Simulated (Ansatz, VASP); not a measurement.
## Two plane-wave programs on Al2BN3

Contents of INCAR:

```
  ALGO = Normal
  EDIFF = 1E-7
  ENCUT = 520
  GGA = PE
  ISIF = 2
  ISMEAR = 0
  LASPH = True
  LCHARG = False
  LREAL = False
  LWAVE = False
  NBANDS = 21
  NELM = 60
  PREC = Accurate
  SIGMA = 0.1
```

Contents of KPOINTS:

```
k-points
0
Gamma
  6 6 6
```

Contents of POSCAR:

```
Al2BN3
1.0
    2.2218206600      1.2827687500      4.3196743000
   -2.2218206600      1.2827687500      4.3196743000
    0.0000000000     -2.5655375100      4.3196743000
Al B N
2 1 3
Direct
    0.3248828400      0.3248828400      0.3248828400
    0.6751171600      0.6751171600      0.6751171600
    0.5000000000      0.5000000000      0.5000000000
    0.0000000000      0.0000000000      0.5000000000
    0.5000000000      0.0000000000      0.0000000000
    0.0000000000      0.5000000000      0.0000000000
```

Input for Ansatz:

```yaml
crystal:
  lattice:
    - [2.22182066, 1.28276875, 4.3196743]
    - [-2.22182066, 1.28276875, 4.3196743]
    - [0.0, -2.56553751, 4.3196743]
  atoms:
    - { symbol: Al, position: [0.32488284, 0.32488284, 0.32488284] }
    - { symbol: Al, position: [0.67511716, 0.67511716, 0.67511716] }
    - { symbol: B, position: [0.5, 0.5, 0.5] }
    - { symbol: "N", position: [0.0, 0.0, 0.5] }
    - { symbol: "N", position: [0.5, 0.0, 0.0] }
    - { symbol: "N", position: [0.0, 0.5, 0.0] }
basis:
  ecutwfc: 420
kpoints:
  mp_grid: { grid: [6, 6, 6] }
hamiltonian:
  xc: pbe
scf:
  occupations: { method: gaussian, width: 0.1 }
  lower_state_search: "off"
output:
  forces: true
  stress: true
  eigenvalues: true
```

Alike in both runs: task single point; functional PBE; k mesh 6 × 6 × 6; occupations gaussian, width 0.1 eV; no spin polarisation.

|  | VASP | Ansatz |
| --- | --- | --- |
| version | VASP 6.6.1 | Ansatz 0.2.0 |
| potentials or method | VASP PAW PBE potentials, release 64 (Al, B, N), cutoff 520 eV | scalar-relativistic, plane waves, PAW |
| valence electrons in the cell | 24 | 24 |

```csv
,VASP,Ansatz,Ansatz less VASP
gap on the k mesh at the Fermi level (eV),none,none,-
pressure (GPa),-11.8,-11.7,+0.08
"traceless stress, the component that is largest in VASP (GPa)",-15.96,-15.98,-0.024
rms of the force components (eV/Å),0.983,0.985,+0.0014
```

Atom by atom the forces differ by 0.001 eV/Å (rms over components). A gap of «none» marks a metal or a gap that the smearing closes.
